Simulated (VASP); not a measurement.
Crystal: Zr4H.

```xyz
5
Lattice="-2.6417 2.6417 2.6417 2.6417 -2.6417 2.6417 2.6417 2.6417 -2.6417" Properties=species:S:1:pos:R:3 pbc="T T T"
Zr    1.3208    1.3208   -1.3208
Zr    1.3208   -1.3208    1.3208
Zr   -1.3208    1.3208    1.3208
Zr    1.3208    1.3208    1.3208
H     0.0000    0.0000    0.0000
```

The cell was generated, and may not be a known phase.

- Program: VASP 6.6.1
- Task: relaxation of cell and atoms
- Functional: PBE
- Potentials or basis: VASP PAW PBE potentials, release 64 (Zr_sv, H)
- Cutoff: 600 eV
- k mesh: 6 × 6 × 6
- Occupations: gaussian, width 0.1 eV
- Spin: no spin polarisation

At the start: pressure 38.7 GPa; volume 14.75 Å³/atom.

Task: How do energy, volume and symmetry change on relaxing?

Result: Over 3 steps the energy falls by 485.3 meV/atom and the volume is 19.82 Å³/atom (+34.4 %); space group Im-3m (No. 229, to 0.1 Å) before and after.

Step by step:
```tsv
step	energy change (eV)	largest force (eV/Å)	pressure (GPa)	volume (Å³)
1	0.0000	0.0000	38.71	73.74
2	-1.7555	0.0000	-9.61	118.67
3	-2.4267	0.0000	0.05	99.10
```

Final structure:
```
Zr H
1.0
    -2.91523    2.91523    2.91523
     2.91523   -2.91523    2.91523
     2.91523    2.91523   -2.91523
Zr H
4 1
Cartesian
  1.4576 1.4576 -1.4576
  1.4576 -1.4576 1.4576
  -1.4576 1.4576 1.4576
  1.4576 1.4576 1.4576
  0.0000 0.0000 0.0000
```

Caveat: the volume moved by over 15 % at a fixed basis, so the end points are rough.
